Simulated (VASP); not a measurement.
Input of a VASP 6.6.1 run:

INCAR

```
PREC = Accurate ; ENCUT = 520
EDIFF = 1E-7 ; ISMEAR = 0
SIGMA = 0.05 ; LREAL = False
LASPH = True ; NELM = 60
ALGO = Normal ; ISIF = 2
LWAVE = False ; LCHARG = False
GGA = PE ; NBANDS = 11
```

Contents of KPOINTS:

```
Automatic mesh
0
Gamma
  12 12 12
```

POSCAR

```
C
1.0
    0.0000000000      1.8588480447      1.6878340245
    1.8588480447      0.0000000000      1.6878340245
    1.8588480447      1.8588480447      0.0000000000
C
2
Direct
    0.5000000000      0.5000000000      0.5000000000
    0.7500000000      0.7500000000      0.7500000000
```

Potentials or basis: VASP PAW PBE potentials, release 64 (C).

The run is started by

```bash
$ cat potpaw_PBE.64/C/POTCAR > POTCAR
$ mpirun -np 1 vasp_std > vasp.out
```

(1) Predict the pressure.

(2) Predict the band gap on the k mesh.

## Answers

(1) -9.1 GPa.

(2) 1.80 eV, indirect (least direct gap 3.96 eV).
